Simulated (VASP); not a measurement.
Here is a VASP 6.6.1 calculation.

INCAR

```
SYSTEM = Rb2NbP2
PREC = Accurate
ENCUT = 520
EDIFF = 1E-6
ISMEAR = 0
SIGMA = 0.1
LREAL = .False.
LASPH = .True.
NELM = 100
ALGO = Normal
ISIF = 2
LWAVE = .False.
LCHARG = .False.
GGA = PE
NBANDS = 28
```

Contents of KPOINTS:

```
Automatic mesh
0
Gamma
  6 6 6
  0 0 0
```

The input POSCAR:

```
Rb2NbP2
1.0
   -1.9887854768      1.9887854768      7.1637671465
    1.9887854768     -1.9887854768      7.1637671465
    1.9887854768      1.9887854768     -7.1637671465
Rb Nb P
2 1 2
Direct
    0.2500000000      0.7500000000      0.5000000000
    0.7500000000      0.2500000000      0.5000000000
    0.0000000000      0.0000000000      0.0000000000
    0.5750792578      0.5750792578      0.0000000000
    0.4249207422      0.4249207422      0.0000000000
```

Potentials or basis: VASP PAW PBE potentials, release 64 (Rb_sv, Nb_sv, P).

Run with:

```sh
$ cat potpaw_PBE.64/Rb_sv/POTCAR potpaw_PBE.64/Nb_sv/POTCAR potpaw_PBE.64/P/POTCAR > POTCAR
$ mpirun -np 1 vasp_std > vasp.out
```

(1) What does it give for the largest force?

(2) Predict the pressure.

(3) Estimate the band gap on the k mesh.

## Answers

(1) 0.049 eV/Å.

(2) 0.3 GPa.

(3) zero (an odd number of electrons rules out a gap without spin polarisation).
